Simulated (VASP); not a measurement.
# Ru (P6_3/mmc) in VASP: further runs

Runs on Ru. Level: PBEsol. Tasks: relaxation of cell and atoms.

All numbers are computed with VASP 6.6.1; they aren't measurements. Logs are shortened: lines on timing, memory, paths and dates and some standing lists are left out, and cuts for length are marked.

### Step 1. The cell of the first run

It takes space group P6_3/mmc (No. 194, hexagonal). The conventional cell has a = 2.690 Å, b = 2.690 Å, c = 4.251 Å, α = 90.00°, β = 90.00°, γ = 120.00°. Within 3.5 Å of Ru (site symmetry -6m2) lie 12 Ru at 2.63 to 2.69 Å.

### Step 2. Relaxation of cell and atoms, PBEsol

Input file INCAR:

```
PREC = Accurate
ENCUT = 600
EDIFF = 1E-6
ISMEAR = -1
SIGMA = 0.15
LREAL = F
LASPH = T
NELM = 80
ALGO = Normal
ISIF = 3
LWAVE = F
LCHARG = F
GGA = PS
IBRION = 2
NSW = 80
EDIFFG = -0.001
```

Input file KPOINTS:

```
regular mesh
0
Gamma
  15 15 8
```

Input file POSCAR:

```
Ru
1.0
    2.6900393656      0.0000000000      0.0000000000
   -1.3450196828      2.3296424278      0.0000000000
    0.0000000000      0.0000000000      4.2510745397
Ru
2
Direct
    0.3333333333      0.6666666667      0.2500000000
    0.6666666667      0.3333333333      0.7500000000
```

Potentials or basis: VASP PAW PBE potentials, release 64 (Ru_pv).

On the command line:

```console
> cat potpaw_PBE.64/Ru_pv/POTCAR > POTCAR
> mpirun -np 1 vasp_std > vasp.out
```

OUTCAR:

```text
PREC = Accurate
   ENCUT = 600
   EDIFF = 1E-6
   ISMEAR = -1
   LREAL = F
   LASPH = T
   NELM = 80
   ISIF = 3
   GGA = PS
   IBRION = 2
   NSW = 80
   EDIFFG = -0.001

 ion  position               nearest neighbor table
   1  0.333  0.667  0.250-   2 2.63   2 2.63   2 2.63   2 2.63   2 2.63   2 2.63
   2  0.667  0.333  0.750-   1 2.63   1 2.63   1 2.63   1 2.63   1 2.63   1 2.63

  LATTYP: Found a hexagonal cell.
 ALAT       =     2.6900393656
 C/A-ratio  =     1.5803019815

  Lattice vectors:

 A1 = (   2.6900393656,   0.0000000000,   0.0000000000)
 A2 = (  -1.3450196828,   2.3296424278,   0.0000000000)
 A3 = (   0.0000000000,   0.0000000000,   4.2510745397)

Analysis of symmetry for initial positions (statically):
=====================================================================
 Subroutine PRICEL returns:
 Original cell was already a primitive cell.

 Routine SETGRP: Setting up the symmetry group for a
 hexagonal supercell.

 Subroutine GETGRP returns: Found 24 space group operations
 (whereof 12 operations were pure point group operations)
 out of a pool of 24 trial point group operations.

The static configuration has the point symmetry D_3d.
 The point group associated with its full space group is D_6h.

Analysis of symmetry for dynamics (positions and initial velocities):
=====================================================================
 Subroutine PRICEL returns:
 Original cell was already a primitive cell.

 Routine SETGRP: Setting up the symmetry group for a
 hexagonal supercell.

 Subroutine GETGRP returns: Found 24 space group operations
 (whereof 12 operations were pure point group operations)
 out of a pool of 24 trial point group operations.

The dynamic configuration has the point symmetry D_3d.
 The point group associated with its full space group is D_6h.

 Subroutine INISYM returns: Found 24 space group operations
 (whereof 12 operations are pure point group operations),
 and found     1 'primitive' translations

----------------------------------------------------------------------------------------

                                     Primitive cell

  volume of cell :      26.6408

  direct lattice vectors                    reciprocal lattice vectors
     2.690039366  0.000000000  0.000000000     0.371741772  0.214625212  0.000000000
    -1.345019683  2.329642428  0.000000000     0.000000000  0.429250424  0.000000000
     0.000000000  0.000000000  4.251074540     0.000000000  0.000000000  0.235234643

  length of vectors
     2.690039366  2.690039366  4.251074540     0.429250424  0.429250424  0.235234643

  position of ions in fractional coordinates (direct lattice)
     0.333333333  0.666666667  0.250000000
     0.666666667  0.333333333  0.750000000

  ion indices of the primitive-cell ions
   primitive index   ion index
                 1           1
                 2           2

----------------------------------------------------------------------------------------

 KPOINTS: regular mesh

Automatic generation of k-mesh.
 Grid dimensions read from file:
 generate k-points for:   15   15    8

 Generating k-lattice:

  Cartesian coordinates                     Fractional coordinates (reciprocal lattice)
     0.024782785  0.014308347  0.000000000     0.066666667 -0.000000000  0.000000000
     0.000000000  0.028616695  0.000000000     0.000000000  0.066666667  0.000000000
     0.000000000  0.000000000  0.029404330     0.000000000  0.000000000  0.125000000

  Length of vectors
     0.028616695  0.028616695  0.029404330

  Shift w.r.t. Gamma in fractional coordinates (k-lattice)
     0.000000000  0.000000000  0.000000000

 Subroutine IBZKPT returns following result:
 ===========================================

 Found    135 irreducible k-points:

 Following reciprocal coordinates:
            Coordinates               Weight
  0.000000  0.000000  0.000000      1.000000
  0.066667  0.000000  0.000000      6.000000
  0.133333  0.000000  0.000000      6.000000
  0.200000  0.000000  0.000000      6.000000
  0.266667  0.000000  0.000000      6.000000
  0.333333  0.000000  0.000000      6.000000
[... 16 lines left out ...]
  0.333333  0.200000  0.000000     12.000000
  0.400000  0.200000  0.000000      6.000000
 [... further k-points ...]
   k-points           NKPTS =    135   k-points in BZ     NKDIM =    135   number of bands    NBANDS=     18
   number of dos      NEDOS =    301   number of ions     NIONS =      2
   total plane-waves  NPLWV =  20736
   dimension x,y,z NGX =    24 NGY =   24 NGZ =   36
   dimension x,y,z NGXF=    48 NGYF=   48 NGZF=   72
   ions per type =               2
   NGX,Y,Z   is equivalent  to a cutoff of  14.83, 14.83, 14.08 a.u.
   NGXF,Y,Z  is equivalent  to a cutoff of  29.66, 29.66, 28.16 a.u.
 SYSTEM =  unknown system
   PREC   = accura    normal or accurate (medium, high low for compatibility)
   ISTART =      0    job   : 0-new  1-cont  2-samecut
   ICHARG =      2    charge: 1-file 2-atom 10-const
   ISPIN  =      1    spin polarized calculation?
   LNONCOLLINEAR =      F non collinear calculations
   LSORBIT =      F    spin-orbit coupling
   LASPH  =      T    aspherical Exc in radial PAW
   ENCUT  =  600.0 eV  44.10 Ry    6.64 a.u.   5.37  5.37  8.49*2*pi/ulx,y,z
   NELM   =     80;   NELMIN=  2; NELMDL= -5     # of ELM steps
   EDIFF  = 0.1E-05   stopping-criterion for ELM
   LREAL  =      F    real-space projection
   EDIFFG = -.1E-02   stopping-criterion for IOM
   NSW    =     80    number of steps for IOM
   IBRION =      2    ionic relax: 0-MD 1-quasi-New 2-CG
   NFREE  =      1    steps in history (QN), initial steepest desc. (CG)
   ISIF   =      3    stress and relaxation
   ISYM   =      2    0-nonsym 1-usesym 2-fastsym
   POTIM  = 0.5000    time-step for ionic-motion
   TEBEG  =    0.0;   TEEND  =   0.0 temperature during run
   PSTRESS=    0.0 pullay stress
   NELECT =      28.0000    total number of electrons
   NUPDOWN=      -1.0000    fix difference up-down
   EMIN   =  10.00;   EMAX   =-10.00  energy-range for DOS
   EFERMI =   0.00;   METHOD = LEGACY
   ISMEAR =    -1;   SIGMA  =   0.15  broadening in eV -4-tet -1-fermi 0-gaus
   EFERMI_NEDOS =   21; number of points for ismear=-14 and -15
   IALGO  =     38    algorithm
   IMIX   =      4    mixing-type and parameters
     AMIX     =   0.40;   BMIX     =  1.00
     AMIX_MAG =   1.60;   BMIX_MAG =  1.00
  volume/ion in A,a.u.               =      13.32        89.89
  Fermi-wavevector in a.u.,A,eV,Ry     =   1.664480  3.145411 37.694864  2.770494
  Thomas-Fermi vector in A             =   2.751017
   LORBIT       =      0    0 simple, 1 ext, 2 COOP (PROOUT), +10 PAW based schemes
   GGA     = PS    functional components
   LHFCALC =     F    Hartree Fock is set to
   AEXX    =    0.0000 exact exchange contribution
   IVDW    =     0    specifies the selected vdW correction
   LEPSILON=     F    determine dielectric tensor
   LRPA    =     F    only Hartree local field effects (RPA)
 conjugate gradient relaxation of ions
 non-spin polarized calculation
  energy-cutoff  :      600.00
  volume of cell :       26.64
 maximum number of plane-waves:       911
 NGX is ok and might be reduce to    24
   NGX = 11   NGY = 11   NGZ = 17

--------------------------------------- Ionic step        1  -------------------------------------------

 number of electron      27.9999996 magnetization

 Free energy of the ion-electron system (eV)
  ---------------------------------------------------
  ext. energy  EPLUGINS =         0.00000000
  ---------------------------------------------------
  free energy    TOTEN  =       -20.40412071 eV

  energy without entropy =      -20.28712524  energy(sigma->0) =      -20.34562298

------------------------ aborting loop because EDIFF is reached ----------------------------------------

  FORCE on cell =-STRESS in cart. coord.  units (eV):
  Direction    XX          YY          ZZ          XY          YZ          ZX
  --------------------------------------------------------------------------------------
  -------------------------------------------------------------------------------------
  Total        0.0716061      0.0716061      0.0334560     -0.0000000      0.0000000      0.0000000
  in kB        4.3063971      4.3063971      2.0120465     -0.0000000      0.0000000      0.0000000
  external PRESSURE =       3.5416136 kB  Pullay stress =       0.0000000 kB
[... 89 lines left out ...]
  FREE ENERGIE OF THE ION-ELECTRON SYSTEM (eV)
  ---------------------------------------------------
  free  energy   TOTEN  =       -20.4041534290 eV

  energy  without entropy=      -20.2869592796  energy(sigma->0) =      -20.34555635

[... ionic steps 4 to 27 ...]

--------------------------------------- Ionic step       28  -------------------------------------------

 number of electron      27.9999996 magnetization

------------------------ aborting loop because EDIFF is reached ----------------------------------------

  FORCE on cell =-STRESS in cart. coord.  units (eV):
  Direction    XX          YY          ZZ          XY          YZ          ZX
  --------------------------------------------------------------------------------------
  -------------------------------------------------------------------------------------
  Total       -0.0046117     -0.0046117     -0.0044959     -0.0000000      0.0000000      0.0000000
  in kB       -0.2770704     -0.2770704     -0.2701113     -0.0000000      0.0000000      0.0000000
  external PRESSURE =      -0.2747507 kB  Pullay stress =       0.0000000 kB
[... 57 lines left out ...]
  energy  without entropy=      -20.2869836950  energy(sigma->0) =      -20.34556929

--------------------------------------- Ionic step       30  -------------------------------------------

 number of electron      27.9999996 magnetization

 Free energy of the ion-electron system (eV)
  ---------------------------------------------------
  ext. energy  EPLUGINS =         0.00000000
  ---------------------------------------------------
  free energy    TOTEN  =       -20.40415493 eV

  energy without entropy =      -20.28698467  energy(sigma->0) =      -20.34556980

 E-fermi :  13.0502     XC(G=0): -14.3924

 val. band max:       13.0260631538   @ k =   0.0000   0.0000   0.3750
 cond. band min:      13.0704266570   @ k =   0.0667   0.0000   0.3750
 fundamental gap:      0.0443635032
 Fermi energy:        13.0502121895

 k-point     1 :       0.0000    0.0000    0.0000
  band No.  band energies     occupation
      1     -30.6386      2.00000
      2     -29.6404      2.00000
      3     -29.6404      2.00000
      4     -29.4576      2.00000
      5     -29.4576      2.00000
      6     -29.4127      2.00000
[... 10 lines left out ...]
     17      14.2628      0.00062
     18      14.3108      0.00045
[... 466 lines left out ...]
      2     -30.1530      2.00000
      3     -30.0403      2.00000
      4     -30.0266      2.00000
      5     -29.7934      2.00000
      6     -29.7629      2.00000
[... 10 lines left out ...]
     17      18.4623      0.00000
     18      19.9341      0.00000

 [... further k-points ...]

------------------------ aborting loop because EDIFF is reached ----------------------------------------

  FORCE on cell =-STRESS in cart. coord.  units (eV):
  Direction    XX          YY          ZZ          XY          YZ          ZX
  --------------------------------------------------------------------------------------
  -------------------------------------------------------------------------------------
  Total        0.0007878      0.0007878      0.0006633      0.0000000      0.0000000      0.0000000
  in kB        0.0473347      0.0473347      0.0398511      0.0000000      0.0000000      0.0000000
  external PRESSURE =       0.0448402 kB  Pullay stress =       0.0000000 kB
[... 17 lines left out ...]
  FREE ENERGIE OF THE ION-ELECTRON SYSTEM (eV)
  ---------------------------------------------------
  free  energy   TOTEN  =       -20.4041549288 eV

  energy  without entropy=      -20.2869846727  energy(sigma->0) =      -20.34556980

 reached required accuracy - stopping structural energy minimisation
```

Run time: 10 min. Hardware: 1 thread of Intel Xeon 8259CL, shared host; peak memory 0.21 GiB.

Results:

```
Free energy                           : -20.4042 eV
Relaxed volume                        : 13.33 Å³/atom
Relaxed cell                          : a = 2.691 Å, b = 2.691 Å, c = 4.251 Å, α = 90.00°, β = 90.00°, γ = 120.00°
Space group after relaxing (to 0.1 Å) : P6_3/mmc (No. 194)
Energy gained by relaxing             : 0.0 meV/atom
Ionic steps                           : 30
Pressure after relaxing               : 0.0 GPa
Band gap on the k mesh                : zero (bands 14 and 15 overlap by 3.18 eV)
```

Final structure:
```
Ru
1.0
     2.69132    0.00000    0.00000
    -1.34566    2.33076    0.00000
     0.00000    0.00000    4.25111
Ru
2
Direct
  0.33333 0.66667 0.25000
  0.66667 0.33333 0.75000
```

Levels at points of the mesh, in eV from the Fermi level:
```tsv
k point	band 12	band 13	band 14	band 15	band 16	band 17
(0.00, 0.00, 0.00)	-1.98	-1.98	-1.46	-1.46	1.21	1.21
(0.00, 0.00, 0.50)	-2.87	-2.80	-2.80	0.56	0.56	0.56
```

Caveat: the PAW data sets were made with another functional, which shifts forces and pressure a little.

### Step 3. Relaxation of cell and atoms, PBEsol

This run uses another cell than the first one, of 13.55 Å³/atom.

Input file INCAR:

```
SYSTEM = Ru
PREC = Accurate
ENCUT = 600
EDIFF = 1E-6
ISMEAR = 0
SIGMA = 0.1
LREAL = .False.
LASPH = .True.
NELM = 60
ALGO = Normal
ISIF = 3
LWAVE = .False.
LCHARG = .False.
GGA = PS
IBRION = 2
NSW = 100
EDIFFG = -0.002
```

Input file KPOINTS:

```
regular mesh
0
Gamma
  15 15 8
  0 0 0
```

Input file POSCAR:

```
Ru
1.0
    2.7078263400      0.0000000000      0.0000000000
   -1.3539131700      2.3450464000      0.0000000000
    0.0000000000      0.0000000000      4.2681017800
Ru
2
Direct
    0.3333333300      0.6666666700      0.2500000000
    0.6666666700      0.3333333300      0.7500000000
```

Potentials or basis: VASP PAW PBE potentials, release 64 (Ru_pv).

On the command line:

```console
> cat potpaw_PBE.64/Ru_pv/POTCAR > POTCAR
> mpirun -np 1 vasp_std > vasp.out
```

Run time: 8 min. Hardware: 1 thread of Intel Xeon 8259CL, shared host; peak memory 0.22 GiB.

It converged, with:

* Free energy: -20.3518 eV
* Relaxed volume: 13.32 Å³/atom
* Relaxed cell: a = 2.690 Å, b = 2.690 Å, c = 4.251 Å, α = 90.00°, β = 90.00°, γ = 120.00°
* Space group after relaxing (to 0.1 Å): P6_3/mmc (No. 194)
* Energy gained by relaxing: 4.5 meV/atom
* Ionic steps: 13
* Pressure after relaxing: 0.0 GPa
* Band gap on the k mesh: zero (bands 14 and 15 overlap by 3.19 eV)

The path:
```csv
step,energy change (eV),largest force (eV/Å),pressure (GPa),volume (Å³)
1,0.0000,0.0000,-5.85,27.10
2,0.0833,0.0000,21.96,25.21
3,-0.0088,0.0000,-0.15,26.64
4,-0.0088,0.0000,0.06,26.63
5,-0.0089,0.0000,0.04,26.63
6,-0.0089,0.0000,0.03,26.63
7,-0.0089,0.0000,0.03,26.63
8,-0.0089,0.0000,0.04,26.63
9,-0.0089,0.0000,0.03,26.63
10,-0.0089,0.0000,0.03,26.63
11,-0.0089,0.0000,-0.04,26.64
12,-0.0089,0.0000,-0.03,26.63
13,-0.0089,0.0000,0.00,26.63
```

Final structure:
```xyz
2
Lattice="2.6897 0.0000 0.0000 -1.3448 2.3293 0.0000 0.0000 0.0000 4.2505" Properties=species:S:1:pos:R:3 pbc="T T T"
Ru    0.0000    1.5529    1.0626
Ru    1.3448    0.7764    3.1879
```

Levels at points of the mesh, in eV from the Fermi level:
| k point | band 11 | band 12 | band 13 | band 14 | band 15 | band 16 | band 17 | band 18 |
| --- | --- | --- | --- | --- | --- | --- | --- | --- |
| (0.00, 0.00, 0.00) | -2.48 | -1.97 | -1.97 | -1.44 | -1.44 | 1.23 | 1.23 | 1.28 |
| (0.00, 0.00, 0.50) | -2.85 | -2.85 | -2.79 | -2.79 | 0.58 | 0.58 | 0.58 | 0.58 |

Caveat: the PAW data sets were made with another functional, which shifts forces and pressure a little.
